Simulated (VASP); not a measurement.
Set up this calculation in VASP 6.6.1, as the native input.

```yaml
Task: single point
Functional: PBE
Potentials_or_basis: VASP PAW PBE potentials, release 64 (Pt)
Cutoff: 520 eV
k_mesh: 10 × 10 × 10
Occupations: gaussian, width 0.1 eV
Spin: no spin polarisation
Dipole_correction: no
Further_INCAR_settings: ALGO = Normal; EDIFF = 1e-07; NBANDS = 11
```

The structure of Pt lies in POSCAR:

```
Pt
1.0
    0.0000000000      1.9609000000      1.9609000000
    1.9609000000      0.0000000000      1.9609000000
    1.9609000000      1.9609000000      0.0000000000
Pt
1
Direct
    0.0000000000      0.0000000000      0.0000000000
```

The input as run:

INCAR

```
PREC = Accurate
ENCUT = 520
EDIFF = 1E-7
ISMEAR = 0
SIGMA = 0.1
LREAL = F
LASPH = T
NELM = 100
ALGO = Normal
ISIF = 2
LWAVE = F
LCHARG = F
GGA = PE
NBANDS = 11
```

KPOINTS

```
Automatic mesh
0
Gamma
  10 10 10
```

Potentials or basis: VASP PAW PBE potentials, release 64 (Pt).

The run is started by

```sh
$ cat potpaw_PBE.64/Pt/POTCAR > POTCAR
$ mpirun -np 1 vasp_std > vasp.out
```

It gave:

- Pressure: 9.7 GPa
- Band gap on the k mesh: zero (band 5 reaches 11.77 eV, above the bottom of band 6 at 9.56 eV)

Caveat: spin-orbit coupling is left out, which moves the levels of the heavy elements.

Wall time 7.9 s on 1 thread of Intel(R) Xeon(R) Platinum 8259CL CPU @ 2.50GHz (Skylake/Cascade Lake), on a shared host, peak memory 0.14 GiB.
